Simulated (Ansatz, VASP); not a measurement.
# Y in VASP and in Ansatz

```
Y
1.0
     3.65407    0.00000    0.00000
    -1.82703    3.16452    0.00000
     0.00000    0.00000    5.68412
Y
2
Cartesian
  0.0000 2.1097 1.4210
  1.8270 1.0548 4.2631
```

Alike in both runs: functional PBE; k mesh 13 × 13 × 7; occupations fermi-dirac, width 0.05 eV; no spin polarisation.

Ansatz relaxed the structure, and its values are those at the end. VASP's run is a single point on that final structure, the one shown.

|  | VASP | Ansatz |
| --- | --- | --- |
| version | VASP 6.6.1 | Ansatz 0.2.0 |
| potentials or method | VASP PAW PBE potentials, release 64 (Y_sv), cutoff 520 eV | all-electron LAPW, non-relativistic |

```tsv
	VASP	Ansatz	Ansatz less VASP
pressure (GPa)	-0.1	0.0	+0.05
```

Ansatz ran all-electron here, and VASP with PAW potentials.
